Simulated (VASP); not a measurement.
Hg2O3: single point with PBE

The system is Hg2O3.

```xyz
10
Lattice="5.2722 0.0000 0.0000 0.0000 5.2722 0.0000 0.0000 0.0000 5.2722" Properties=species:S:1:pos:R:3 pbc="T T T"
Hg    1.3181    1.3181    1.3181
Hg    3.9542    3.9542    1.3181
Hg    3.9542    1.3181    3.9542
Hg    1.3181    3.9542    3.9542
O     2.6361    0.0000    0.0000
O     0.0000    2.6361    0.0000
O     0.0000    0.0000    2.6361
O     2.6361    2.6361    0.0000
O     2.6361    0.0000    2.6361
O     0.0000    2.6361    2.6361
```

- Program: VASP 6.6.1
- Task: single point
- Functional: PBE
- Potentials or basis: VASP PAW PBE potentials, release 64 (Hg, O)
- Cutoff: 520 eV
- k mesh: 7 × 7 × 7
- Occupations: fermi-dirac, width 0.0612256 eV
- Spin: no spin polarisation

| Item | Value |
| --- | --- |
| Pressure | 6.1 GPa |
| Band gap on the k mesh | zero (bands 42 and 43 overlap by 0.11 eV) |

Levels at points of the mesh, in eV from the Fermi level:
| k point | band 39 | band 40 | band 41 | band 42 | band 43 | band 44 | band 45 | band 46 |
| --- | --- | --- | --- | --- | --- | --- | --- | --- |
| (0.00, 0.00, 0.00) | -0.19 | 0.11 | 0.11 | 0.11 | 0.32 | 0.32 | 0.32 | 2.62 |

It took 59 s on 1 thread of Intel(R) Xeon(R) 6975P-C (Granite Rapids), on a shared host, peak memory 0.3 GiB.

Caveat: the cell stands under pressure; semilocal functionals underestimate gaps, so a narrow gap can read as zero; spin-orbit coupling is left out, which moves the levels of the heavy elements.
